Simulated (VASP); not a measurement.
# Ta8Si in VASP: notebook

The runs below take Ta8Si through single point, with PBEsol.

Everything below comes from runs of VASP 6.6.1. Logs are shortened: lines on timing, memory, paths and dates and some standing lists are left out, and cuts for length are marked.

### Step 1. The cell of the first run

The cell holds a slab with vacuum, 9 atoms: a = 4.639 Å, b = 4.639 Å, c = 25.629 Å, α = 90.00°, β = 90.00°, γ = 120.00°.

### Step 2. Single point, PBEsol

INCAR reads:

```
PREC = Accurate ; ENCUT = 520
EDIFF = 1E-6 ; ISMEAR = 0
SIGMA = 0.1 ; LREAL = False
LASPH = True ; NELM = 60
ALGO = Normal ; ISIF = 2
LWAVE = False ; LCHARG = False
LDIPOL = True ; IDIPOL = 3
DIPOL = 0.5 0.5 0.483 ; GGA = PS
NBANDS = 56
```

KPOINTS reads:

```
regular mesh
0
Gamma
  6 6 1
```

POSCAR reads:

```
Ta8Si
1.0
    4.6393552032      0.0000000000      0.0000000000
   -2.3196776016      4.0177994631      0.0000000000
    0.0000000000      0.0000000000     25.6290309069
Ta Si
8 1
Direct
    0.6666666667      0.3333333333      0.3316551465
    0.3333333333      0.6666666667      0.3686056039
    0.0000000000      0.0000000000      0.4055560613
    0.6666666667      0.3333333333      0.4425065188
    0.3333333333      0.6666666667      0.4746502077
    0.0000000000      0.0000000000      0.5194265313
    0.6666666667      0.3333333333      0.5587325814
    0.3333333333      0.6666666667      0.5744471038
    0.3333333333      0.6666666667      0.6694199773
```

Potentials or basis: VASP PAW PBE potentials, release 64 (Ta_pv, Si).

Launch:

```sh
$ cat potpaw_PBE.64/Ta_pv/POTCAR potpaw_PBE.64/Si/POTCAR > POTCAR
$ mpirun -np 1 vasp_std > vasp.out
```

OUTCAR:

```text
PREC = Accurate
   ENCUT = 520
   EDIFF = 1E-6
   ISMEAR = 0
   LREAL = False
   LASPH = True
   NELM = 60
   ISIF = 2
   GGA = PS

 ion  position               nearest neighbor table
   1  0.667  0.333  0.332-   2 2.84   2 2.84   2 2.84   4 2.84   3 3.28   3 3.28   3 3.28
   2  0.333  0.667  0.369-   5 2.72   1 2.84   3 2.84   1 2.84   3 2.84   3 2.84   1 2.84   4 3.28
                             4 3.28   4 3.28
   3  0.000  0.000  0.406-   2 2.84   2 2.84   2 2.84   4 2.84   4 2.84   4 2.84   6 2.92   5 3.21
                             5 3.21   5 3.21   1 3.28   1 3.28   1 3.28
   4  0.667  0.333  0.443-   5 2.80   5 2.80   5 2.80   3 2.84   3 2.84   3 2.84   1 2.84   7 2.98
                             2 3.28   2 3.28   2 3.28   6 3.33   6 3.33   6 3.33
   5  0.333  0.667  0.475-   8 2.56   2 2.72   4 2.80   4 2.80   4 2.80   6 2.91   6 2.91   6 2.91
                             3 3.21   3 3.21   3 3.21   7 3.44   7 3.44   7 3.44
   6  0.000  0.000  0.519-   7 2.86   7 2.86   7 2.86   5 2.91   5 2.91   5 2.91   3 2.92   8 3.03
                             8 3.03   8 3.03   4 3.33   4 3.33   4 3.33
   7  0.667  0.333  0.559-   8 2.71   8 2.71   8 2.71   6 2.86   6 2.86   6 2.86   4 2.98   5 3.44
                             5 3.44   5 3.44
   8  0.333  0.667  0.574-   9 2.43   5 2.56   7 2.71   7 2.71   7 2.71   6 3.03   6 3.03   6 3.03

   9  0.333  0.667  0.669-   8 2.43

  LATTYP: Found a hexagonal cell.
 ALAT       =     4.6393552032
 C/A-ratio  =     5.5242657189

  Lattice vectors:

 A1 = (   4.6393552032,   0.0000000000,   0.0000000000)
 A2 = (  -2.3196776016,   4.0177994631,   0.0000000000)
 A3 = (   0.0000000000,   0.0000000000,  25.6290309069)

Analysis of symmetry for initial positions (statically):
=====================================================================
 Subroutine PRICEL returns:
 Original cell was already a primitive cell.

 Routine SETGRP: Setting up the symmetry group for a
 hexagonal supercell.

 Subroutine GETGRP returns: Found  6 space group operations
 (whereof  6 operations were pure point group operations)
 out of a pool of 24 trial point group operations.

The static configuration has the point symmetry C_3v.

Analysis of symmetry for dynamics (positions and initial velocities):
=====================================================================
 Subroutine PRICEL returns:
 Original cell was already a primitive cell.

 Routine SETGRP: Setting up the symmetry group for a
 hexagonal supercell.

 Subroutine GETGRP returns: Found  6 space group operations
 (whereof  6 operations were pure point group operations)
 out of a pool of 24 trial point group operations.

The dynamic configuration has the point symmetry C_3v.

 Subroutine INISYM returns: Found  6 space group operations
 (whereof  6 operations are pure point group operations),
 and found     1 'primitive' translations

----------------------------------------------------------------------------------------

                                     Primitive cell

  volume of cell :     477.7251

  direct lattice vectors                    reciprocal lattice vectors
     4.639355203  0.000000000  0.000000000     0.215547195  0.124446231  0.000000000
    -2.319677602  4.017799463  0.000000000     0.000000000  0.248892462  0.000000000
     0.000000000  0.000000000 25.629030907     0.000000000  0.000000000  0.039018253

  length of vectors
     4.639355203  4.639355203 25.629030907     0.248892462  0.248892462  0.039018253

  position of ions in fractional coordinates (direct lattice)
     0.666666667  0.333333333  0.331655146
     0.333333333  0.666666667  0.368605604
     0.000000000  0.000000000  0.405556061
     0.666666667  0.333333333  0.442506519
     0.333333333  0.666666667  0.474650208
     0.000000000  0.000000000  0.519426531
     0.666666667  0.333333333  0.558732581
     0.333333333  0.666666667  0.574447104
     0.333333333  0.666666667  0.669419977

  ion indices of the primitive-cell ions
   primitive index   ion index
                 1           1
                 2           2
                 3           3
                 4           4
                 5           5
                 6           6
                 7           7
                 8           8
                 9           9

----------------------------------------------------------------------------------------

 KPOINTS: regular mesh

Automatic generation of k-mesh.
 Grid dimensions read from file:
 generate k-points for:    6    6    1

 Generating k-lattice:

  Cartesian coordinates                     Fractional coordinates (reciprocal lattice)
     0.035924532  0.020741038  0.000000000     0.166666667 -0.000000000  0.000000000
     0.000000000  0.041482077  0.000000000     0.000000000  0.166666667  0.000000000
     0.000000000  0.000000000  0.039018253     0.000000000  0.000000000  1.000000000

  Length of vectors
     0.041482077  0.041482077  0.039018253

  Shift w.r.t. Gamma in fractional coordinates (k-lattice)
     0.000000000  0.000000000  0.000000000

 Subroutine IBZKPT returns following result:
 ===========================================

 Found      7 irreducible k-points:

 Following reciprocal coordinates:
            Coordinates               Weight
  0.000000  0.000000  0.000000      1.000000
  0.166667 -0.000000  0.000000      6.000000
  0.333333  0.000000  0.000000      6.000000
  0.500000  0.000000  0.000000      3.000000
  0.166667  0.166667  0.000000      6.000000
  0.333333  0.166667  0.000000     12.000000
  0.333333  0.333333  0.000000      2.000000
   k-points           NKPTS =      7   k-points in BZ     NKDIM =      7   number of bands    NBANDS=     56
   number of dos      NEDOS =    301   number of ions     NIONS =      9
   total plane-waves  NPLWV = 248832
   dimension x,y,z NGX =    36 NGY =   36 NGZ =  192
   dimension x,y,z NGXF=    72 NGYF=   72 NGZF=  384
   ions per type =               8   1
   NGX,Y,Z   is equivalent  to a cutoff of  12.90, 12.90, 12.45 a.u.
   NGXF,Y,Z  is equivalent  to a cutoff of  25.80, 25.80, 24.91 a.u.
 SYSTEM =  unknown system
   PREC   = accura    normal or accurate (medium, high low for compatibility)
   ISTART =      0    job   : 0-new  1-cont  2-samecut
   ICHARG =      2    charge: 1-file 2-atom 10-const
   ISPIN  =      1    spin polarized calculation?
   LNONCOLLINEAR =      F non collinear calculations
   LSORBIT =      F    spin-orbit coupling
   LASPH  =      T    aspherical Exc in radial PAW
   ENCUT  =  520.0 eV  38.22 Ry    6.18 a.u.   8.63  8.63 47.65*2*pi/ulx,y,z
   NELM   =     60;   NELMIN=  2; NELMDL= -5     # of ELM steps
   EDIFF  = 0.1E-05   stopping-criterion for ELM
   LREAL  =      F    real-space projection
   EDIFFG = 0.1E-04   stopping-criterion for IOM
   NSW    =      0    number of steps for IOM
   IBRION =     -1    ionic relax: 0-MD 1-quasi-New 2-CG
   NFREE  =      0    steps in history (QN), initial steepest desc. (CG)
   ISIF   =      2    stress and relaxation
   ISYM   =      2    0-nonsym 1-usesym 2-fastsym
   POTIM  = 0.5000    time-step for ionic-motion
   TEBEG  =    0.0;   TEEND  =   0.0 temperature during run
   PSTRESS=    0.0 pullay stress
   NELECT =      92.0000    total number of electrons
   NUPDOWN=      -1.0000    fix difference up-down
   EMIN   =  10.00;   EMAX   =-10.00  energy-range for DOS
   EFERMI =   0.00;   METHOD = LEGACY
   ISMEAR =     0;   SIGMA  =   0.10  broadening in eV -4-tet -1-fermi 0-gaus
   EFERMI_NEDOS =   21; number of points for ismear=-14 and -15
   IALGO  =     38    algorithm
   IMIX   =      4    mixing-type and parameters
     AMIX     =   0.40;   BMIX     =  1.00
     AMIX_MAG =   1.60;   BMIX_MAG =  1.00
  volume/ion in A,a.u.               =      53.08       358.21
  Fermi-wavevector in a.u.,A,eV,Ry     =   0.945391  1.786530 12.160397  0.893764
  Thomas-Fermi vector in A             =   2.073288
   LORBIT       =      0    0 simple, 1 ext, 2 COOP (PROOUT), +10 PAW based schemes
   GGA     = PS    functional components
   LHFCALC =     F    Hartree Fock is set to
   AEXX    =    0.0000 exact exchange contribution
   IVDW    =     0    specifies the selected vdW correction
   LEPSILON=     F    determine dielectric tensor
   LRPA    =     F    only Hartree local field effects (RPA)
 non-spin polarized calculation
 Gauss-broadening in eV      SIGMA  =   0.10
  energy-cutoff  :      520.00
  volume of cell :      477.73
 maximum number of plane-waves:     12897
 NGX is ok and might be reduce to    36
   NGX = 17   NGY = 17   NGZ = 95

 dipolmoment           0.000000      0.000000     -1.114916 electrons x Angstroem

 number of electron      92.0000013 magnetization

 dipolmoment           0.000000      0.000000      0.148191 electrons x Angstroem

 Free energy of the ion-electron system (eV)
  ---------------------------------------------------
  ext. energy  EPLUGINS =         0.00000000
  ---------------------------------------------------
  free energy    TOTEN  =       -96.81450839 eV

  energy without entropy =      -96.73647716  energy(sigma->0) =      -96.77549278

 E-fermi :  -0.7564     XC(G=0):  -5.2405

 val. band max:       -0.7565567656   @ k =   0.1667   0.1667   0.0000
 cond. band min:      -0.7515567466   @ k =   0.1667  -0.0000   0.0000
 fundamental gap:      0.0050000191
 Fermi energy:        -0.7563555163

 k-point     1 :       0.0000    0.0000    0.0000
  band No.  band energies     occupation
      1     -35.3318      2.00000
      2     -35.1385      2.00000
      3     -35.1385      2.00000
      4     -35.0382      2.00000
      5     -35.0163      2.00000
      6     -35.0163      2.00000
[... 402 lines left out ...]
     55       0.8939      0.00000
     56       1.1522      0.00000

------------------------ aborting loop because EDIFF is reached ----------------------------------------

 vacuum level on the upper side and lower side of the slab       (xc-potential included)         0.544        -0.860

  FORCE on cell =-STRESS in cart. coord.  units (eV):
  Direction    XX          YY          ZZ          XY          YZ          ZX
  --------------------------------------------------------------------------------------
  -------------------------------------------------------------------------------------
  Total       -7.0916616     -7.0916616     -4.3499706      0.0000000      0.0000000      0.0000000
  in kB      -23.7837605    -23.7837605    -14.5887754      0.0000000      0.0000000      0.0000000
  external PRESSURE =     -20.7187655 kB  Pullay stress =       0.0000000 kB

 VOLUME and BASIS-vectors are now :
 -----------------------------------------------------------------------------
  energy-cutoff  :      520.00
  volume of cell :      477.73
      direct lattice vectors                 reciprocal lattice vectors
     4.639355203  0.000000000  0.000000000     0.215547195  0.124446231  0.000000000
    -2.319677602  4.017799463  0.000000000     0.000000000  0.248892462  0.000000000
     0.000000000  0.000000000 25.629030907     0.000000000  0.000000000  0.039018253

 POSITION                                       TOTAL-FORCE (eV/Angst)
 -----------------------------------------------------------------------------------
      2.31968      1.33927      8.50000        -0.000000      0.000000      2.129396
     -0.00000      2.67853      9.44700        -0.000000      0.000000     -0.228731
      0.00000      0.00000     10.39401         0.000000      0.000000     -1.202457
      2.31968      1.33927     11.34101         0.000000     -0.000000     -0.720273
     -0.00000      2.67853     12.16482        -0.000000     -0.000000     -0.022575
      0.00000      0.00000     13.31240         0.000000      0.000000      0.003694
      2.31968      1.33927     14.31977        -0.000000      0.000000      0.008995
     -0.00000      2.67853     14.72252        -0.000000      0.000000      0.010944
     -0.00000      2.67853     17.15659        -0.000000      0.000000      0.021006
 -----------------------------------------------------------------------------------
    total drift:                                0.000000     -0.000000     -0.000273

  FREE ENERGIE OF THE ION-ELECTRON SYSTEM (eV)
  ---------------------------------------------------
  free  energy   TOTEN  =       -96.8145083945 eV

  energy  without entropy=      -96.7364771610  energy(sigma->0) =      -96.77549278

 vacuum level on the upper side and lower side of the slab         4.004         2.574
```

Wall time 8.5 min (1 thread of Intel Xeon Platinum 8488C (Sapphire Rapids), shared host); peak memory 0.62 GiB.

What came out:

```
Free energy            : -96.8145 eV
Largest force          : 2.129 eV/Å
Band gap on the k mesh : zero (bands 46 and 47 overlap by 0.05 eV)
```

Forces in eV/Å, atoms in the order of the input:
```
Ta   0.000  0.000  2.129
Ta   0.000  0.000 -0.229
Ta   0.000  0.000 -1.202
Ta   0.000  0.000 -0.720
Ta   0.000  0.000 -0.023
Ta   0.000  0.000  0.004
Ta   0.000  0.000  0.009
Ta   0.000  0.000  0.011
Si   0.000  0.000  0.021
```

Caveat: the PAW data sets were made with another functional, which shifts forces and pressure a little; spin-orbit coupling is left out, which moves the levels of the heavy elements.

### Step 3. Single point, PBEsol

INCAR reads:

```
SYSTEM = Ta8Si
PREC = Accurate
ENCUT = 520
EDIFF = 1E-6
ISMEAR = 0
SIGMA = 0.1
LREAL = .FALSE.
LASPH = .TRUE.
NELM = 80
ALGO = Normal
ISIF = 2
LWAVE = .FALSE.
LCHARG = .TRUE.
LDIPOL = .TRUE.
IDIPOL = 3
DIPOL = 0.5 0.5 0.480
GGA = PS
LELF = .TRUE.
LVHAR = .TRUE.
LVACPOTAV = .TRUE.
NBANDS = 56
```

KPOINTS reads:

```
Automatic mesh
0
G
  6 6 1
  0 0 0
```

POSCAR reads:

```
Ta8Si
1.0
    4.6393552032      0.0000000000      0.0000000000
   -2.3196776016      4.0177994631      0.0000000000
    0.0000000000      0.0000000000     25.6290309069
Ta Si
8 1
Direct
    0.6666666667      0.3333333333      0.3316551465
    0.3333333333      0.6666666667      0.3686056039
    0.0000000000      0.0000000000      0.4055560613
    0.6666666667      0.3333333333      0.4425065188
    0.3333333333      0.6666666667      0.4778575829
    0.0000000000      0.0000000000      0.5176000418
    0.6666666667      0.3333333333      0.5504320423
    0.3333333333      0.6666666667      0.5860798080
    0.6666666667      0.3333333333      0.6439985796
```

Potentials or basis: VASP PAW PBE potentials, release 64 (Ta_pv, Si).

Launch:

```sh
$ cat potpaw_PBE.64/Ta_pv/POTCAR potpaw_PBE.64/Si/POTCAR > POTCAR
$ mpirun -np 1 vasp_std > vasp.out
```

Run time: 10 min. Hardware: 1 thread of Intel Xeon Platinum 8488C (Sapphire Rapids), shared host; peak memory 0.6 GiB.

The run converged. Its results:

- Free energy: -98.6424 eV
- Largest force: 2.118 eV/Å
- Band gap on the k mesh: zero (bands 46 and 47 overlap by 0.18 eV)

Forces in eV/Å, atoms in the order of the input:
```
Ta   0.000  0.000  2.118
Ta   0.000  0.000 -0.025
Ta   0.000  0.000 -1.110
Ta   0.000  0.000 -0.987
Ta   0.000  0.000 -0.030
Ta   0.000  0.000  0.020
Ta   0.000  0.000 -0.009
Ta   0.000  0.000 -0.001
Si   0.000  0.000  0.023
```

Levels at points of the mesh, in eV from the Fermi level:
```
           k point  band 43  band 44  band 45  band 46  band 47  band 48  band 49  band 50
(0.00, 0.00, 0.00)    -0.81    -0.54    -0.43    -0.43     0.17     0.20     0.20     1.03
(0.50, 0.00, 0.00)    -0.68    -0.59    -0.37    -0.29     0.05     0.39     0.67     0.85
```

Caveat: the PAW data sets were made with another functional, which shifts forces and pressure a little; spin-orbit coupling is left out, which moves the levels of the heavy elements.
